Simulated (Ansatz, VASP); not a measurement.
**Two plane-wave programs on SiO2**

File INCAR:

```
SYSTEM = SiO2
  ALGO = Normal
  EDIFF = 1E-6
  ENCUT = 520
  GGA = CA
  ISIF = 2
  ISMEAR = 0
  LASPH = .True.
  LCHARG = .False.
  LREAL = .False.
  LWAVE = .False.
  NBANDS = 25
  NELM = 100
  PREC = Accurate
  SIGMA = 0.05
```

KPOINTS

```
k-points
0
Gamma
  6 6 10
  0 0 0
```

Contents of POSCAR:

```
SiO2
1.0
    4.1164350941      0.0000000000      0.0000000000
    0.0000000000      4.1164350941      0.0000000000
    0.0000000000      0.0000000000      2.4513370985
Si O
2 4
Direct
    0.5000000000      0.5000000000      0.5000000000
    0.0000000000      0.0000000000      0.0000000000
    0.6944252994      0.6944252994      0.0000000000
    0.1944252994      0.8055747006      0.5000000000
    0.3055747006      0.3055747006      0.0000000000
    0.8055747006      0.1944252994      0.5000000000
```

Input for Ansatz:

```yaml
crystal:
  lattice:
    - [4.1164350941, 0.0, 0.0]
    - [0.0, 4.1164350941, 0.0]
    - [0.0, 0.0, 2.4513370985]
  atoms:
    - { symbol: Si, position: [0.5, 0.5, 0.5] }
    - { symbol: Si, position: [0.0, 0.0, 0.0] }
    - { symbol: O, position: [0.6944252994, 0.6944252994, 0.0] }
    - { symbol: O, position: [0.1944252994, 0.8055747006, 0.5] }
    - { symbol: O, position: [0.3055747006, 0.3055747006, 0.0] }
    - { symbol: O, position: [0.8055747006, 0.1944252994, 0.5] }
basis:
  ecutwfc: 520.0
kpoints:
  mp_grid: { grid: [6, 6, 10] }
hamiltonian:
  xc: lda
  pseudopotentials: { kind: paw, azcp: { folder: soft_1 } }
scf:
  occupations: { method: gaussian, width: 0.05 }
output:
  forces: true
  stress: true
  eigenvalues: true
  write_density: true
  write_potential: true
  elf: true
  volumetric_format: npy
```

Alike in both runs: task single point; functional LDA; k mesh 6 × 6 × 10; occupations gaussian, width 0.05 eV; no spin polarisation.

|  | VASP | Ansatz |
| --- | --- | --- |
| version | VASP 6.6.1 | Ansatz 0.2.0 |
| potentials or method | VASP PAW LDA potentials, release 64 (Si, O), cutoff 520 eV | scalar-relativistic, plane waves, PAW |
| valence electrons in the cell | 32 | 32 |

```tsv
	VASP	Ansatz	Ansatz less VASP
gap on the k mesh at the Fermi level (eV)	7.90	7.91	+0.003
least direct gap on the mesh (eV)	7.90	7.91	+0.003
rms of the force components (eV/Å)	0.341	0.303	-0.0379
```

Ansatz warns that its potentials were made for another functional, while VASP's fit it. LDA's correlation is that of Perdew and Zunger in VASP and of Perdew and Wang (1992) in Ansatz. Atom by atom the forces differ by 0.038 eV/Å (rms over components).
